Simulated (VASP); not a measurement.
# Li (C2/c) in VASP: relaxation of cell and atoms with PBE

Aim: the relaxation of cell and atoms of Li with PBE.

All numbers are computed with VASP 6.6.1; they aren't measurements. Logs are shortened: lines on timing, memory, paths and dates and some standing lists are left out, and cuts for length are marked.

**1. The cell of the first run**

Symmetry: C2/c, No. 15, monoclinic system. Conventional cell: a = 6.260 Å, b = 3.733 Å, c = 8.286 Å, α = 90.00°, β = 102.17°, γ = 90.00°. Within 2.3 Å of Li (site symmetry 1) lie 1 Li at 1.69 Å.

**2. Relaxation of cell and atoms, PBE**

File INCAR:

```
SYSTEM = Li
  PREC = Accurate
  ENCUT = 600
  EDIFF = 1E-6
  ISMEAR = 0
  SIGMA = 0.1
  LREAL = .FALSE.
  LASPH = .TRUE.
  NELM = 100
  ALGO = Normal
  ISIF = 3
  LWAVE = .FALSE.
  LCHARG = .FALSE.
  GGA = PE
  IBRION = 2
  NSW = 90
  EDIFFG = -0.04
```

File KPOINTS:

```
Automatic mesh
0
G
  6 6 2
  0 0 0
```

File POSCAR:

```
Li
1.0
    3.1300662536     -1.8666576931      0.0000000000
    3.1300662536      1.8666576931      0.0000000000
   -1.7468273748      0.0000000000      8.0999171588
Li
4
Direct
    0.9680000000      0.6020000000      0.0997000000
    0.3980000000      0.0320000000      0.4003000000
    0.0320000000      0.3980000000      0.9003000000
    0.6020000000      0.9680000000      0.5997000000
```

Potentials or basis: VASP PAW PBE potentials, release 64 (Li_sv).

Launch:

```sh
> cat potpaw_PBE.64/Li_sv/POTCAR > POTCAR
> mpirun -np 1 vasp_std > vasp.out
```

OUTCAR:

```text
SYSTEM = Li
   PREC = Accurate
   ENCUT = 600
   EDIFF = 1E-6
   ISMEAR = 0
   LREAL = .FALSE.
   LASPH = .TRUE.
   NELM = 100
   ISIF = 3
   GGA = PE
   IBRION = 2
   NSW = 90
   EDIFFG = -0.04

 ion  position               nearest neighbor table
   1  0.968  0.602  0.100-   3 1.69
   2  0.398  0.032  0.400-   4 1.69
   3  0.032  0.398  0.900-   1 1.69
   4  0.602  0.968  0.600-   2 1.69

  LATTYP: Found a base centered monoclinic cell.
 ALAT       =     6.2601325072
 B/A-ratio  =     0.5963636364
 C/A-ratio  =     1.3236360154
 COS(beta)  =    -0.2108132423

  Lattice vectors:

 A1 = (   3.1300662536,  -1.8666576931,   0.0000000000)
 A2 = (   3.1300662536,   1.8666576931,   0.0000000000)
 A3 = (  -1.7468273748,   0.0000000000,   8.0999171588)

Analysis of symmetry for initial positions (statically):
=====================================================================
 Subroutine PRICEL returns:
 Original cell was already a primitive cell.

 Routine SETGRP: Setting up the symmetry group for a
 base centered monoclinic supercell.

 Subroutine GETGRP returns: Found  4 space group operations
 (whereof  2 operations were pure point group operations)
 out of a pool of  4 trial point group operations.

The static configuration has the point symmetry S_2 .
 The point group associated with its full space group is C_2h.

Analysis of symmetry for dynamics (positions and initial velocities):
=====================================================================
 Subroutine PRICEL returns:
 Original cell was already a primitive cell.

 Routine SETGRP: Setting up the symmetry group for a
 base centered monoclinic supercell.

 Subroutine GETGRP returns: Found  4 space group operations
 (whereof  2 operations were pure point group operations)
 out of a pool of  4 trial point group operations.

The dynamic configuration has the point symmetry S_2 .
 The point group associated with its full space group is C_2h.

 Subroutine INISYM returns: Found  4 space group operations
 (whereof  2 operations are pure point group operations),
 and found     1 'primitive' translations

----------------------------------------------------------------------------------------

                                     Primitive cell

[... 117 lines left out ...]
  Thomas-Fermi vector in A             =   1.933749
   LORBIT       =      0    0 simple, 1 ext, 2 COOP (PROOUT), +10 PAW based schemes
   GGA     = PE    functional components
   LHFCALC =     F    Hartree Fock is set to
   AEXX    =    0.0000 exact exchange contribution
   IVDW    =     0    specifies the selected vdW correction
   LEPSILON=     F    determine dielectric tensor
   LRPA    =     F    only Hartree local field effects (RPA)
 conjugate gradient relaxation of ions
 non-spin polarized calculation
 Gauss-broadening in eV      SIGMA  =   0.10
  energy-cutoff  :      600.00
  volume of cell :       94.65
 maximum number of plane-waves:      3194
 NGX is ok and might be reduce to    30
   NGX = 15   NGY = 15   NGZ = 33

--------------------------------------- Ionic step        1  -------------------------------------------

 number of electron      12.0000022 magnetization

 Free energy of the ion-electron system (eV)
  ---------------------------------------------------
  ext. energy  EPLUGINS =         0.00000000
  ---------------------------------------------------
  free energy    TOTEN  =        -4.70147573 eV

  energy without entropy =       -4.69603100  energy(sigma->0) =       -4.69875337

------------------------ aborting loop because EDIFF is reached ----------------------------------------

  FORCE on cell =-STRESS in cart. coord.  units (eV):
  Direction    XX          YY          ZZ          XY          YZ          ZX
  --------------------------------------------------------------------------------------
  -------------------------------------------------------------------------------------
  Total       -4.1975631     -3.4083316      7.0585039      0.0000000      0.0000000      0.3232059
  in kB      -71.0524447    -57.6930681    119.4797912      0.0000000      0.0000000      5.4709283
  external PRESSURE =      -3.0885738 kB  Pullay stress =       0.0000000 kB
[... 95 lines left out ...]
  FREE ENERGIE OF THE ION-ELECTRON SYSTEM (eV)
  ---------------------------------------------------
  free  energy   TOTEN  =        -7.2884066224 eV

  energy  without entropy=       -7.2763054615  energy(sigma->0) =       -7.28235604

[... ionic steps 4 to 20 ...]

--------------------------------------- Ionic step       21  -------------------------------------------

 number of electron      11.9999974 magnetization

------------------------ aborting loop because EDIFF is reached ----------------------------------------
[... 71 lines left out ...]
--------------------------------------- Ionic step       23  -------------------------------------------

 number of electron      11.9999975 magnetization

 Free energy of the ion-electron system (eV)
  ---------------------------------------------------
  ext. energy  EPLUGINS =         0.00000000
  ---------------------------------------------------
  free energy    TOTEN  =        -7.61738913 eV

  energy without entropy =       -7.60902915  energy(sigma->0) =       -7.61320914

 E-fermi :   0.5138     XC(G=0):  -7.0976

 val. band max:        0.4460569180   @ k =   0.5000   0.1667   0.5000
 cond. band min:       0.5174338673   @ k =   0.5000   0.3333   0.5000
 fundamental gap:      0.0713769493
 Fermi energy:         0.5137649646

 k-point     1 :       0.0000    0.0000    0.0000
  band No.  band energies     occupation
      1     -45.8208      2.00000
      2     -45.8089      2.00000
      3     -45.8088      2.00000
      4     -45.7969      2.00000
      5      -2.9030      2.00000
      6      -1.7097      2.00000
      7      -1.7091      2.00000
      8       0.9094      0.00000
      9       4.0400      0.00000
     10       9.4824      0.00000
[... 287 lines left out ...]
 k-point    24 :       0.5000    0.3333    0.5000
  band No.  band energies     occupation
      1     -45.8006      2.00000
      2     -45.7984      2.00000
      3     -45.7964      2.00000
      4     -45.7942      2.00000
      5       0.4131      1.84561
      6       0.5174      0.95862
      7       2.2372      0.00000
      8       2.4477      0.00000
      9       4.4024      0.00000
     10       4.5966      0.00000

 [... further k-points ...]
[... 5 lines left out ...]
  --------------------------------------------------------------------------------------
  -------------------------------------------------------------------------------------
  Total        0.0881926     -0.1528637     -0.0085690      0.0000000      0.0000000      0.0726203
  in kB        1.7811264     -3.0872144     -0.1730576      0.0000000      0.0000000      1.4666310
  external PRESSURE =      -0.4930485 kB  Pullay stress =       0.0000000 kB
[... 19 lines left out ...]
  FREE ENERGIE OF THE ION-ELECTRON SYSTEM (eV)
  ---------------------------------------------------
  free  energy   TOTEN  =        -7.6173891345 eV

  energy  without entropy=       -7.6090291519  energy(sigma->0) =       -7.61320914

 reached required accuracy - stopping structural energy minimisation
```

CONTCAR:

```text
Li
   1.00000000000000
     2.6337946931313474   -1.5597506201390723    0.1629631214098786
     2.6337946931313474    1.5597506201390723    0.1629631214098786
    -0.8476972028322058    0.0000000000000000    9.6031874811074793
  Li
     4
Direct
     0.8805680046388896    0.8083105575572443    0.1249333996603123
     0.1916894424427555    0.1194319953611104    0.3750666003396876
     0.1194319953611104    0.1916894424427555    0.8750666003396875
     0.8083105575572443    0.8805680046388897    0.6249333996603125

  0.00000000E+00  0.00000000E+00  0.00000000E+00
  0.00000000E+00  0.00000000E+00  0.00000000E+00
  0.00000000E+00  0.00000000E+00  0.00000000E+00
  0.00000000E+00  0.00000000E+00  0.00000000E+00
```

It took 3.8 min on 1 thread of AMD EPYC 9R45 (Zen 5), shared host; peak memory 0.2 GiB.

Results:

| Property | Result |
| --- | --- |
| Free energy | -7.6174 eV |
| Relaxed volume | 19.83 Å³/atom |
| Relaxed cell | a = 3.065 Å, b = 3.065 Å, c = 9.641 Å, α = 91.29°, β = 91.29°, γ = 61.17° |
| Space group after relaxing (to 0.05 Å) | C2/c (No. 15) |
| Energy gained by relaxing | 729.0 meV/atom |
| Ionic steps | 23 |
| Pressure after relaxing | 0.0 GPa |
| Largest force after relaxing | 0.038 eV/Å |
| Band gap on the k mesh | zero (band 6 reaches 2.65 eV, above the bottom of band 7 at -1.71 eV) |

Forces in eV/Å, atoms in the order of the input:
```
Li  -0.030  0.023  0.001
Li   0.030  0.023 -0.001
Li   0.030 -0.023 -0.001
Li  -0.030 -0.023  0.001
```

Stress tensor (GPa, compression positive):
```
 0.18  0.00  0.15
 0.00 -0.31  0.00
 0.15  0.00 -0.02
```

Step by step:
```csv
step,energy change (eV),largest force (eV/Å),pressure (GPa),volume (Å³)
1,0.0000,2.8540,-0.31,94.65
2,-1.8152,1.1298,-1.12,93.50
3,-2.5869,0.1215,-1.36,91.02
4,-2.6469,0.1881,-1.29,90.05
5,-2.6530,0.2491,-1.25,89.64
6,-2.7077,0.2370,-0.99,86.64
7,-2.7678,0.2047,-0.33,81.09
8,-2.7741,0.1902,0.06,78.58
9,-2.7949,0.1292,0.21,77.85
10,-2.8068,0.1131,0.53,76.40
11,-2.8076,0.0965,0.46,76.71
12,-2.8168,0.1023,0.13,78.09
13,-2.8247,0.1151,-0.44,80.68
14,-2.8327,0.1087,-0.41,80.58
15,-2.8531,0.0908,-0.35,80.25
16,-2.8619,0.0574,-0.24,79.46
17,-2.8652,0.0716,-0.29,79.79
18,-2.8799,0.0588,0.00,78.50
19,-2.8934,0.0324,0.72,75.48
20,-2.9062,0.0323,0.35,77.12
21,-2.9100,0.0412,-0.08,79.16
22,-2.9103,0.0389,0.01,78.72
23,-2.9159,0.0378,-0.05,79.33
```

Final structure:
```cif
data_structure
_symmetry_space_group_name_H-M 'P 1'
_symmetry_Int_Tables_number 1
_cell_length_a 3.0653
_cell_length_b 3.0653
_cell_length_c 9.6405
_cell_angle_alpha 91.295
_cell_angle_beta 91.295
_cell_angle_gamma 61.173
_cell_volume 79.33
loop_
_atom_site_label
_atom_site_type_symbol
_atom_site_fract_x
_atom_site_fract_y
_atom_site_fract_z
_atom_site_occupancy
Li1 Li 0.88057 0.80831 0.12493 1
Li2 Li 0.19169 0.11943 0.37507 1
Li3 Li 0.11943 0.19169 0.87507 1
Li4 Li 0.80831 0.88057 0.62493 1
```

Caveat: the k points lie up to 0.39 Å⁻¹ apart in the final cell; the cutoff is under 1.25 times the usual one of these potentials, so pressure, stress and relaxed cells hold a basis-set (Pulay) error; the volume moved by over 15 % at a fixed basis, so the end points are rough.
